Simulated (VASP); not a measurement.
# LiMg12 (a cell with a defect) in VASP: further runs

LiMg12 (a cell with a defect) is run at these levels: PBE; tasks: single point.

Everything below comes from runs of VASP 6.6.1. Logs are shortened: lines on timing, memory, paths and dates and some standing lists are left out, and cuts for length are marked.

## (1) The cell of the first run

The cell holds a defect, 13 atoms: a = 6.420 Å, b = 9.630 Å, c = 5.213 Å, α = 90.00°, β = 90.00°, γ = 120.00°.

## (2) Single point, PBE

Contents of INCAR:

```
PREC     = Accurate       # precision mode
ENCUT    = 520            # plane-wave cutoff, eV
EDIFF    = 1E-6           # SCF threshold, eV
ISMEAR   = 0              # smearing method
SIGMA    = 0.1            # smearing width, eV
LREAL    = False          # projectors in reciprocal space
LASPH    = True           # aspherical terms in the spheres
NELM     = 80             # most SCF steps
ALGO     = Normal         # electronic algorithm
ISIF     = 2              # what is computed and relaxed
LWAVE    = False          # write WAVECAR
LCHARG   = False          # write CHGCAR
GGA      = PE             # functional
NBANDS   = 26             # bands
```

Contents of KPOINTS:

```
regular mesh
0
Gamma
  4 3 4
```

Contents of POSCAR:

```
LiMg12
1.0
    6.4200000000      0.0000000000      0.0000000000
   -4.8150000000      8.3398250000      0.0000000000
    0.0000000000      0.0000000000      5.2130400000
Mg Li
12 1
Direct
    0.1506657279      0.0627185822     -0.0532631631
    0.1693979945      0.2340754153      0.4632634701
   -0.0326600060      0.2951557137     -0.0225123920
    0.1245576083      0.5402427509      0.4617326934
    0.0192062611      0.6734694073     -0.0370476728
    0.1619013844      0.8844813890      0.4793124549
    0.5220695710     -0.0228362106      0.0468045517
    0.6339000735      0.2089421541      0.5106872382
    0.5666035714      0.3635102655      0.0091355524
    0.6601703193      0.5653085047      0.4908193684
    0.4011912768      0.5954323982     -0.0414564247
    0.6712663623      0.8916729068      0.5771097095
    0.7866199243      0.8211148315      1.1177633396
```

Potentials or basis: VASP PAW PBE potentials, release 64 (Mg, Li_sv).

The run is started by

```bash
> cat potpaw_PBE.64/Mg/POTCAR potpaw_PBE.64/Li_sv/POTCAR > POTCAR
> mpirun -np 1 vasp_std > vasp.out
```

OUTCAR:

```text
PREC = Accurate
   ENCUT = 520
   EDIFF = 1E-6
   ISMEAR = 0
   LREAL = False
   LASPH = True
   NELM = 80
   ISIF = 2
   GGA = PE

 ion  position               nearest neighbor table
   1  0.151  0.063  0.947-  13 2.50   9 2.81   7 2.93   2 2.98   6 3.00   3 3.01   2 3.13   6 3.28
                            12 3.29   5 3.41   8 3.52
   2  0.169  0.234  0.463-   1 2.98   3 3.03   4 3.10   8 3.12   1 3.13   3 3.16  10 3.17   9 3.24
                            12 3.30   8 3.33   6 3.34   9 3.60
   3  0.967  0.295  0.977-  11 2.84   9 2.96   7 2.99   1 3.01   2 3.03   8 3.07   2 3.16   4 3.25
                             8 3.35   4 3.38   5 3.49   9 3.57
   4  0.125  0.540  0.462-  11 3.03  11 3.06   2 3.10  10 3.11   5 3.12   5 3.13   8 3.18   6 3.20
                             3 3.25  10 3.33   3 3.38  12 3.50
   5  0.019  0.673  0.963-  13 2.65  11 2.90   9 2.96   6 3.08   7 3.12   4 3.12   4 3.13  10 3.17
                             6 3.22  10 3.40   1 3.41   3 3.49  11 3.65
   6  0.162  0.884  0.479-  13 2.87   1 3.00   7 3.03   5 3.08   8 3.08  10 3.15   4 3.20   5 3.22
                            12 3.23  12 3.28   1 3.28   2 3.34   7 3.58
   7  0.522  0.977  0.047-  13 2.80  12 2.89   1 2.93   3 2.99   6 3.03   5 3.12   8 3.12  12 3.17
                            11 3.39   8 3.42   6 3.58   9 3.59
   8  0.634  0.209  0.511-   3 3.07   6 3.08   2 3.12   7 3.12   9 3.13   9 3.14   4 3.18  12 3.20
                             2 3.33   3 3.35  10 3.35   7 3.42   1 3.52
   9  0.567  0.364  0.009-   1 2.81  11 2.93   5 2.96   3 2.96  10 3.05   8 3.13   8 3.14  10 3.20
                             2 3.24   3 3.57   7 3.59   2 3.60
  10  0.660  0.565  0.491-  13 2.92   9 3.05  11 3.05   4 3.11  12 3.14   6 3.15   5 3.17   2 3.17
                             9 3.20  11 3.32   4 3.33   8 3.35   5 3.40
  11  0.401  0.595  0.959-  13 2.48   3 2.84   5 2.90   9 2.93   4 3.03  10 3.05   4 3.06  12 3.19
                            10 3.32   7 3.39   5 3.65
  12  0.671  0.892  0.577-  13 2.69   7 2.89  13 3.08  10 3.14   7 3.17  11 3.19   8 3.20   6 3.23
                             6 3.28   1 3.29   2 3.30   4 3.50
  13  0.787  0.821  0.118-  11 2.48   1 2.50   5 2.65  12 2.69   7 2.80   6 2.87  10 2.92  12 3.08

  LATTYP: Found a simple monoclinic cell.
 ALAT       =     6.4200000000
 B/A-ratio  =     0.8120000000
 C/A-ratio  =     1.3228757108
 COS(beta)  =    -0.1889822286

  Lattice vectors:

 A1 = (   6.4200000000,   0.0000000000,   0.0000000000)
 A2 = (   0.0000000000,   0.0000000000,   5.2130400000)
 A3 = (  -1.6050000000,  -8.3398250000,   0.0000000000)

Analysis of symmetry for initial positions (statically):
=====================================================================
 Subroutine PRICEL returns:
 Original cell was already a primitive cell.

 Routine SETGRP: Setting up the symmetry group for a
 simple monoclinic supercell.

 Subroutine GETGRP returns: Found  1 space group operations
 (whereof  1 operations were pure point group operations)
 out of a pool of  4 trial point group operations.

The static configuration has the point symmetry C_1 .

Analysis of symmetry for dynamics (positions and initial velocities):
=====================================================================
 Subroutine PRICEL returns:
 Original cell was already a primitive cell.

 Routine SETGRP: Setting up the symmetry group for a
 simple monoclinic supercell.

 Subroutine GETGRP returns: Found  1 space group operations
 (whereof  1 operations were pure point group operations)
 out of a pool of  4 trial point group operations.

The dynamic configuration has the point symmetry C_1 .

 Subroutine INISYM returns: Found  1 space group operations
 (whereof  1 operations are pure point group operations),
 and found     1 'primitive' translations

----------------------------------------------------------------------------------------

                                     Primitive cell

  volume of cell :     279.1149

  direct lattice vectors                    reciprocal lattice vectors
     6.420000000  0.000000000  0.000000000     0.155763240  0.089929945  0.000000000
    -4.815000000  8.339825000  0.000000000     0.000000000  0.119906593  0.000000000
     0.000000000  0.000000000  5.213040000     0.000000000  0.000000000  0.191826650

  length of vectors
     6.420000000  9.630000313  5.213040000     0.179859895  0.119906593  0.191826650

  position of ions in fractional coordinates (direct lattice)
     0.150665728  0.062718582  0.946736837
     0.169397995  0.234075415  0.463263470
     0.967339994  0.295155714  0.977487608
[... 44 lines left out ...]

  Shift w.r.t. Gamma in fractional coordinates (k-lattice)
     0.000000000  0.000000000  0.000000000

 Subroutine IBZKPT returns following result:
 ===========================================

 Found     26 irreducible k-points:

 Following reciprocal coordinates:
            Coordinates               Weight
  0.000000  0.000000  0.000000      1.000000
  0.250000  0.000000  0.000000      2.000000
  0.500000  0.000000  0.000000      1.000000
  0.000000  0.333333  0.000000      2.000000
  0.250000  0.333333  0.000000      2.000000
  0.500000  0.333333  0.000000      2.000000
[... 16 lines left out ...]
  0.000000  0.333333  0.500000      2.000000
  0.250000  0.333333  0.500000      2.000000
 [... further k-points ...]
   k-points           NKPTS =     26   k-points in BZ     NKDIM =     26   number of bands    NBANDS=     26
   number of dos      NEDOS =    301   number of ions     NIONS =     13
   total plane-waves  NPLWV = 138240
   dimension x,y,z NGX =    48 NGY =   72 NGZ =   40
   dimension x,y,z NGXF=    96 NGYF=  144 NGZF=   80
   ions per type =              12   1
   NGX,Y,Z   is equivalent  to a cutoff of  12.43, 12.43, 12.76 a.u.
   NGXF,Y,Z  is equivalent  to a cutoff of  24.86, 24.86, 25.51 a.u.
 SYSTEM =  unknown system
   PREC   = accura    normal or accurate (medium, high low for compatibility)
   ISTART =      0    job   : 0-new  1-cont  2-samecut
   ICHARG =      2    charge: 1-file 2-atom 10-const
   ISPIN  =      1    spin polarized calculation?
   LNONCOLLINEAR =      F non collinear calculations
   LSORBIT =      F    spin-orbit coupling
   LASPH  =      T    aspherical Exc in radial PAW
   ENCUT  =  520.0 eV  38.22 Ry    6.18 a.u.  11.94 17.91  9.69*2*pi/ulx,y,z
   NELM   =     80;   NELMIN=  2; NELMDL= -5     # of ELM steps
   EDIFF  = 0.1E-05   stopping-criterion for ELM
   LREAL  =      F    real-space projection
   EDIFFG = 0.1E-04   stopping-criterion for IOM
   NSW    =      0    number of steps for IOM
   IBRION =     -1    ionic relax: 0-MD 1-quasi-New 2-CG
   NFREE  =      0    steps in history (QN), initial steepest desc. (CG)
   ISIF   =      2    stress and relaxation
   ISYM   =      2    0-nonsym 1-usesym 2-fastsym
   POTIM  = 0.5000    time-step for ionic-motion
   TEBEG  =    0.0;   TEEND  =   0.0 temperature during run
   PSTRESS=    0.0 pullay stress
   NELECT =      27.0000    total number of electrons
   NUPDOWN=      -1.0000    fix difference up-down
   EMIN   =  10.00;   EMAX   =-10.00  energy-range for DOS
   EFERMI =   0.00;   METHOD = LEGACY
   ISMEAR =     0;   SIGMA  =   0.10  broadening in eV -4-tet -1-fermi 0-gaus
   EFERMI_NEDOS =   21; number of points for ismear=-14 and -15
   IALGO  =     38    algorithm
   IMIX   =      4    mixing-type and parameters
     AMIX     =   0.40;   BMIX     =  1.00
     AMIX_MAG =   1.60;   BMIX_MAG =  1.00
  volume/ion in A,a.u.               =      21.47       144.89
  Fermi-wavevector in a.u.,A,eV,Ry     =   0.751511  1.420149  7.684136  0.564768
  Thomas-Fermi vector in A             =   1.848508
   LORBIT       =      0    0 simple, 1 ext, 2 COOP (PROOUT), +10 PAW based schemes
   GGA     = PE    functional components
   LHFCALC =     F    Hartree Fock is set to
   AEXX    =    0.0000 exact exchange contribution
   IVDW    =     0    specifies the selected vdW correction
   LEPSILON=     F    determine dielectric tensor
   LRPA    =     F    only Hartree local field effects (RPA)
 non-spin polarized calculation
 Gauss-broadening in eV      SIGMA  =   0.10
  energy-cutoff  :      520.00
  volume of cell :      279.11
 maximum number of plane-waves:      7534
   NGX = 23   NGY = 35   NGZ = 19

 number of electron      27.0000002 magnetization

 Free energy of the ion-electron system (eV)
  ---------------------------------------------------
  ext. energy  EPLUGINS =         0.00000000
  ---------------------------------------------------
  free energy    TOTEN  =       -18.78110201 eV

  energy without entropy =      -18.76064582  energy(sigma->0) =      -18.77087392

 E-fermi :   2.7755     XC(G=0):  -8.5754

 val. band max:        2.7661025438   @ k =   0.2500   0.0000   0.0000
 cond. band min:       2.7831536633   @ k =   0.5000   0.0000   0.0000
 fundamental gap:      0.0170511195
 Fermi energy:         2.7755388768

 k-point     1 :       0.0000    0.0000    0.0000
  band No.  band energies     occupation
      1     -43.6279      2.00000
      2      -4.1934      2.00000
      3      -2.1713      2.00000
      4      -1.9670      2.00000
      5      -0.6013      2.00000
      6      -0.4290      2.00000
[... 661 lines left out ...]
     24       7.6722      0.00000
     25       7.8137      0.00000

 [... further k-points ...]

 [bands above 25 left out]

------------------------ aborting loop because EDIFF is reached ----------------------------------------

  FORCE on cell =-STRESS in cart. coord.  units (eV):
  Direction    XX          YY          ZZ          XY          YZ          ZX
  --------------------------------------------------------------------------------------
  -------------------------------------------------------------------------------------
  Total        4.8659120      4.9420365      3.9243689      1.0894405      0.2691812     -1.0791004
  in kB       27.9313424     28.3683130     22.5266900      6.2536141      1.5451561     -6.1942595
  external PRESSURE =      26.2754485 kB  Pullay stress =       0.0000000 kB

 VOLUME and BASIS-vectors are now :
 -----------------------------------------------------------------------------
  energy-cutoff  :      520.00
  volume of cell :      279.11
      direct lattice vectors                 reciprocal lattice vectors
     6.420000000  0.000000000  0.000000000     0.155763240  0.089929945  0.000000000
    -4.815000000  8.339825000  0.000000000     0.000000000  0.119906593  0.000000000
     0.000000000  0.000000000  5.213040000     0.000000000  0.000000000  0.191826650

 POSITION                                       TOTAL-FORCE (eV/Angst)
 -----------------------------------------------------------------------------------
      0.66528      0.52306      4.93538        -0.021176     -0.028389     -0.054342
     -0.03954      1.95215      2.41501        -0.005757     -0.024593     -0.035776
      4.78915      2.46155      5.09568         0.006728      0.004978     -0.040615
     -1.80161      4.50553      2.40703         0.009046      0.007859     -0.039219
     -3.11945      5.61662      5.01991        -0.010792      0.012727     -0.038425
     -3.21937      7.37642      2.49867         0.014775     -0.008659     -0.006524
     -1.35336      8.14937      0.24399         0.003997      0.003470      0.046804
      3.06358      1.74254      2.66223        -0.000596      0.002384      0.014342
      1.88729      3.03161      0.04762        -0.015181     -0.017527     -0.002821
      1.51633      4.71457      2.55866         0.001432     -0.020204     -0.015354
     -0.29136      4.96580      4.99693         0.021694      0.036298     -0.046500
      0.01612      7.43640      3.00850         0.001063      0.004791      0.070979
      1.09643      6.84795      0.61390        -0.005232      0.026865      0.147451
 -----------------------------------------------------------------------------------
    total drift:                               -0.000140     -0.000261     -0.000050

  FREE ENERGIE OF THE ION-ELECTRON SYSTEM (eV)
  ---------------------------------------------------
  free  energy   TOTEN  =       -18.7811020076 eV

  energy  without entropy=      -18.7606458239  energy(sigma->0) =      -18.77087392
```

Run time: 94 s. Hardware: 1 thread of Intel Xeon 6975P-C (Granite Rapids), shared host; peak memory 0.44 GiB.

Results:

| Quantity | Value |
| --- | --- |
| Free energy | -18.7811 eV |
| Largest force | 0.150 eV/Å |

Forces on the atoms (eV/Å):
```
Mg  -0.021 -0.028 -0.054
Mg  -0.006 -0.025 -0.036
Mg   0.007  0.005 -0.041
Mg   0.009  0.008 -0.039
Mg  -0.011  0.013 -0.038
Mg   0.015 -0.009 -0.007
Mg   0.004  0.003  0.047
Mg  -0.001  0.002  0.014
Mg  -0.015 -0.018 -0.003
Mg   0.001 -0.020 -0.015
Mg   0.022  0.036 -0.046
Mg   0.001  0.005  0.071
Li  -0.005  0.027  0.147
```

Levels at points of the mesh, in eV from the Fermi level:
```
           k point  band 10  band 11  band 12  band 13  band 14  band 15  band 16  band 17
(0.00, 0.00, 0.00)    -1.41    -0.42    -0.22     0.06     0.12     0.44     0.57     1.24
(0.50, 0.00, 0.00)    -0.64    -0.62    -0.35    -0.29    -0.19     0.01     0.15     0.23
(0.00, 0.00, 0.50)    -1.96    -1.82    -1.23    -1.07    -0.85    -0.62     0.84     1.12
(0.50, 0.00, 0.50)    -1.22    -0.97    -0.62    -0.55     0.48     0.53     0.72     0.87
```

Caveat: the cutoff is under 1.25 times the usual one of these potentials, so pressure, stress and relaxed cells hold a basis-set (Pulay) error.

## (3) Single point, PBE

Contents of INCAR:

```
PREC = Accurate
ENCUT = 520
EDIFF = 1E-7
ISMEAR = 0
SIGMA = 0.1
LREAL = False
LASPH = True
NELM = 80
ALGO = Normal
ISIF = 2
LWAVE = False
LCHARG = False
GGA = PE
NBANDS = 26
```

KPOINTS is that of step 2.

Contents of POSCAR:

```
LiMg12
1.0
    6.4200000000      0.0000000000      0.0000000000
   -4.8150000000      8.3398250000      0.0000000000
    0.0000000000      0.0000000000      5.2130400000
Mg Li
12 1
Direct
    0.0761790651      0.0423378188     -0.0334662692
    0.1636226045      0.2264415620      0.4724059282
   -0.0177721913      0.3191776806     -0.0217784632
    0.1720658970      0.5633740516      0.4395134125
    0.0022902434      0.6556914564     -0.0461011233
    0.1825648512      0.8957836645      0.5158489097
    0.5086213546     -0.0182508626      0.0517061062
    0.6585597756      0.2212765855      0.5037891518
    0.5214097229      0.3413651965     -0.0010372067
    0.6591999786      0.5396645613      0.4916858493
    0.4398125310      0.6224418378     -0.0700585455
    0.6716921436      0.9076017782      0.5777530961
    0.7953830185      0.7947146373      1.2053515799
```

Potentials or basis: VASP PAW PBE potentials, release 64 (Mg, Li_sv).

The run is started by

```bash
> cat potpaw_PBE.64/Mg/POTCAR potpaw_PBE.64/Li_sv/POTCAR > POTCAR
> mpirun -np 1 vasp_std > vasp.out
```

OUTCAR:

```text
PREC = Accurate
   ENCUT = 520
   EDIFF = 1E-7
   ISMEAR = 0
   LREAL = False
   LASPH = True
   NELM = 80
   ISIF = 2
   GGA = PE

 ion  position               nearest neighbor table
   1  0.076  0.042  0.967-  13 2.49   9 2.87   6 2.99   3 3.01   2 3.02  12 3.03   2 3.07   7 3.14
                             6 3.41   7 3.42   5 3.51
   2  0.164  0.226  0.472-   1 3.02   1 3.07  10 3.10   3 3.14  12 3.16   9 3.17   3 3.19   8 3.21
                             8 3.22   4 3.22   6 3.25   9 3.39
   3  0.982  0.319  0.978-  11 2.94   1 3.01   8 3.06   9 3.07   2 3.14   4 3.15   7 3.17   5 3.18
[... 924 lines left out ...]
  energy-cutoff  :      520.00
  volume of cell :      279.11
      direct lattice vectors                 reciprocal lattice vectors
     6.420000000  0.000000000  0.000000000     0.155763240  0.089929945  0.000000000
    -4.815000000  8.339825000  0.000000000     0.000000000  0.119906593  0.000000000
     0.000000000  0.000000000  5.213040000     0.000000000  0.000000000  0.191826650

 POSITION                                       TOTAL-FORCE (eV/Angst)
 -----------------------------------------------------------------------------------
      0.28521      0.35309      5.03858         0.062132      0.015512      0.009507
     -0.03986      1.88848      2.46267         0.004751      0.022967      0.006888
      4.76906      2.66189      5.09951        -0.012065     -0.021076     -0.000147
     -1.60798      4.69844      2.29120         0.008139     -0.015288      0.000756
     -3.14245      5.46835      4.97271         0.020825      0.023753      0.039949
     -3.14113      7.47068      2.68914        -0.008629     -0.030149     -0.041892
     -1.46177      8.18762      0.26955         0.029204     -0.011304      0.002245
      3.16251      1.84541      2.62627        -0.011752     -0.010559     -0.001460
      1.70378      2.84693      5.20763         0.013048      0.019843      0.002970
      1.63358      4.50071      2.56318         0.034292      0.018999     -0.013515
     -0.17346      5.19106      4.84782        -0.036322     -0.038939     -0.028680
     -0.05784      7.56924      3.01185        -0.001267      0.017721      0.060677
      1.27981      6.62778      1.07051        -0.102356      0.008520     -0.037298
 -----------------------------------------------------------------------------------
    total drift:                               -0.000057     -0.000203     -0.000088

  FREE ENERGIE OF THE ION-ELECTRON SYSTEM (eV)
  ---------------------------------------------------
  free  energy   TOTEN  =       -18.7358718632 eV

  energy  without entropy=      -18.7077515952  energy(sigma->0) =      -18.72181173
```

stdout:

```text
POSCAR found type information on POSCAR MgLi
 POSCAR found :  2 types and      13 ions
 scaLAPACK will be used
 LDA part: xc-table for (Slater+PW92), standard interpolation
 POSCAR, INCAR and KPOINTS ok, starting setup
 FFT: planning ... GRIDC
 FFT: planning ... GRID_SOFT
 FFT: planning ... GRID
 WAVECAR not read
 entering main loop
```

Run time: 90 s. Hardware: 1 thread of Intel Xeon 6975P-C (Granite Rapids), shared host; peak memory 0.45 GiB.

What came out:

| Property | Result |
| --- | --- |
| Free energy | -18.7359 eV |
| Largest force | 0.109 eV/Å |

Forces in eV/Å, atoms in the order of the input:
```
Mg   0.062  0.016  0.010
Mg   0.005  0.023  0.007
Mg  -0.012 -0.021  0.000
Mg   0.008 -0.015  0.001
Mg   0.021  0.024  0.040
Mg  -0.009 -0.030 -0.042
Mg   0.029 -0.011  0.002
Mg  -0.012 -0.011 -0.001
Mg   0.013  0.020  0.003
Mg   0.034  0.019 -0.014
Mg  -0.036 -0.039 -0.029
Mg  -0.001  0.018  0.061
Li  -0.102  0.009 -0.037
```

Caveat: the cutoff is under 1.25 times the usual one of these potentials, so pressure, stress and relaxed cells hold a basis-set (Pulay) error.

(Part 1 of 2 ends here.)
